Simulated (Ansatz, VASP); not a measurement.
**CdSe: VASP beside Ansatz**

```
Cd Se
1.0
     4.30186    0.00000    0.00000
    -2.15093    3.72552    0.00000
     0.00000    0.00000    7.02245
Cd Se
2 2
Cartesian
  0.0000 2.4837 0.0328
  2.1509 1.2418 3.5440
  0.0000 2.4837 2.6708
  2.1509 1.2418 6.1821
```

Alike in both runs: functional PBEsol; k mesh 12 × 12 × 6; no spin polarisation.

Ansatz relaxed the structure, and its values are those at the end. VASP's run is a single point on that final structure, the one shown.

|  | VASP | Ansatz |
| --- | --- | --- |
| version | VASP 6.6.1 | Ansatz 0.2.0 |
| potentials or method | VASP PAW PBE potentials, release 64 (Cd, Se), cutoff 520 eV | scalar-relativistic, plane waves, PAW |
| occupations | gaussian, width 0.01 eV | fixed |
| valence electrons in the cell | 36 | 72 |

|  | VASP | Ansatz | Ansatz less VASP |
| --- | --- | --- | --- |
| gap on the k mesh at the Fermi level (eV) | 0.54 | 0.54 | -0.001 |
| least direct gap on the mesh (eV) | 0.54 | 0.54 | -0.001 |
| pressure (GPa) | 0.3 | 0.0 | -0.33 |

VASP's potentials were made for PBE, not for PBEsol. VASP's potentials hold 36 valence electrons a cell and Ansatz's 72, so a difference there can come from the potentials and not from the codes.
